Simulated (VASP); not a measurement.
Input of a VASP 6.6.1 run:

Contents of INCAR:

```
SYSTEM = Pb
PREC = Accurate
ENCUT = 520
EDIFF = 1E-6
ISMEAR = -1
SIGMA = 0.05
LREAL = .False.
LASPH = .True.
NELM = 60
ALGO = Normal
ISIF = 2
LWAVE = .False.
LCHARG = .False.
GGA = CA
NBANDS = 21
```

Contents of KPOINTS:

```
regular mesh
0
Gamma
  7 7 7
  0 0 0
```

Contents of POSCAR:

```
Pb
1.0
    0.0000000000      3.3687966822      3.3687966822
    3.3687966822      0.0000000000      3.3687966822
    3.3687966822      3.3687966822      0.0000000000
Pb
2
Direct
    0.2500000000      0.2500000000      0.2500000000
    0.0000000000      0.0000000000      0.0000000000
```

Potentials or basis: VASP PAW LDA potentials, release 64 (Pb_d).

Launch:

```console
$ cat potpaw_LDA.64/Pb_d/POTCAR > POTCAR
$ mpirun -np 1 vasp_std > vasp.out
```

Predict the pressure.

1.5 GPa.

What does it give for the band gap on the k mesh?

Zero (band 14 reaches 5.07 eV, above the bottom of band 15 at 3.85 eV).

Caveat: spin-orbit coupling is left out, which moves the levels of the heavy elements.
